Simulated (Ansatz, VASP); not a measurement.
# Cd in VASP and in Ansatz

INCAR

```
SYSTEM = Cd
  PREC = Accurate
  ENCUT = 520
  EDIFF = 1E-7
  ISMEAR = -1
  SIGMA = 0.05
  LREAL = .FALSE.
  LASPH = .TRUE.
  NELM = 100
  ALGO = Normal
  ISIF = 2
  LWAVE = .FALSE.
  LCHARG = .FALSE.
  GGA = PE
  NBANDS = 19
```

The input KPOINTS:

```
regular mesh
0
G
  14 14 7
  0 0 0
```

Contents of POSCAR:

```
Cd
1.0
    2.9788725081      0.0000000000      0.0000000000
   -1.4894362540      2.5797792666      0.0000000000
    0.0000000000      0.0000000000      5.7300030000
Cd
2
Direct
    0.3333333333      0.6666666667      0.2500000000
    0.6666666667      0.3333333333      0.7500000000
```

Input for Ansatz:

```yaml
crystal:
  lattice:
    - [2.9788725081, 0.0, 0.0]
    - [-1.489436254, 2.5797792666, 0.0]
    - [0.0, 0.0, 5.730003]
  atoms:
    - { symbol: Cd, position: [0.3333333333, 0.6666666667, 0.25] }
    - { symbol: Cd, position: [0.6666666667, 0.3333333333, 0.75] }
kpoints:
  mp_grid: { grid: [14, 14, 7] }
  band_path:
    path:
      - [0.0, 0.0, 0.0]
      - [0.5, 0.0, 0.0]
      - [0.3333333333, 0.3333333333, 0.0]
      - [0.0, 0.0, 0.0]
      - [0.0, 0.0, 0.5]
      - [0.5, 0.0, 0.5]
      - [0.3333333333, 0.3333333333, 0.5]
      - [0.0, 0.0, 0.5]
      - [0.5, 0.0, 0.5]
    npoints: 5
scf:
  occupations: { method: fermi_dirac, width: 0.05 }
hamiltonian:
  xc: pbe
  pseudopotentials: { kind: all_electron, lapw: { basis_error: 0.00025 } }
output:
  forces: true
  stress: true
  eigenvalues: true
```

Change from the starting cell: zz strain of +2 %.

Alike in both runs: task single point; functional PBE; k mesh 14 × 14 × 7; occupations fermi-dirac, width 0.05 eV; no spin polarisation.

```csv
,VASP,Ansatz
version,VASP 6.6.1,Ansatz 0.2.0
potentials or method,"VASP PAW PBE potentials, release 64 (Cd), cutoff 520 eV","all-electron LAPW, scalar-relativistic"
```

|  | VASP | Ansatz | Ansatz less VASP |
| --- | --- | --- | --- |
| pressure (GPa) | 2.5 | 2.2 | -0.32 |
| traceless stress, the component that is largest in VASP (GPa) | -1.26 | -1.12 | +0.142 |

Ansatz ran all-electron here, and VASP with PAW potentials.
